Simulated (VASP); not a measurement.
MgH2:

```xyz
3
Lattice="0.0543 2.3035 2.3326 2.4004 -0.0152 2.4021 2.3032 2.2757 0.0820" Properties=species:S:1:pos:R:3 pbc="T T T"
Mg   -0.0962    0.2342    0.0860
H     3.6566    3.0259    3.3832
H     1.1974    1.3039    1.3474
```

* Program: VASP 6.6.1
* Task: relaxation of cell and atoms
* Functional: PBE
* Dispersion: D3(BJ)
* Potentials or basis: VASP PAW PBE potentials, release 64 (Mg, H)
* Cutoff: 600 eV
* k mesh: 12 × 12 × 12
* Occupations: gaussian, width 0.15 eV
* Spin: no spin polarisation

At the start: pressure 20.0 GPa; volume 8.27 Å³/atom.

**Question.** How do energy, volume and symmetry change on relaxing?

**Answer.** Over 20 steps the energy falls by 591.6 meV/atom and the volume is 8.51 Å³/atom (+2.9 %); space group P1 (No. 1, to 0.1 Å) before, Fm-3m (No. 225, to 0.1 Å).

The path:
```csv
step,energy change (eV),largest force (eV/Å),pressure (GPa),volume (Å³)
1,0.0000,7.4676,20.05,24.82
2,-1.3034,2.0046,-1.18,28.60
3,-1.3937,1.3807,-0.30,27.08
4,-1.3952,1.4415,-0.84,27.38
5,-1.3963,1.4116,-0.67,27.27
6,-1.5598,0.9654,-2.38,27.26
7,-1.7262,0.3380,-3.14,27.19
8,-1.7519,0.2288,-1.06,26.20
9,-1.7571,0.1738,0.57,25.54
10,-1.7638,0.0994,0.24,25.59
11,-1.7676,0.1085,-0.15,25.68
12,-1.7702,0.0718,-0.13,25.63
13,-1.7716,0.0948,-0.02,25.57
14,-1.7734,0.0411,0.04,25.53
15,-1.7741,0.0370,0.12,25.49
16,-1.7746,0.0187,-0.06,25.56
17,-1.7746,0.0179,-0.14,25.59
18,-1.7747,0.0102,0.06,25.51
19,-1.7747,0.0100,0.07,25.51
20,-1.7748,0.0050,0.00,25.53
```

Final structure:
```
Mg H
1.0
    -0.00396    2.33804    2.34388
     2.33604   -0.00143    2.33615
     2.33454    2.33440    0.00517
Mg H
1 2
Cartesian
  2.3323 2.3368 4.6797
  3.5006 3.5021 3.5137
  1.1658 1.1687 1.1718
```
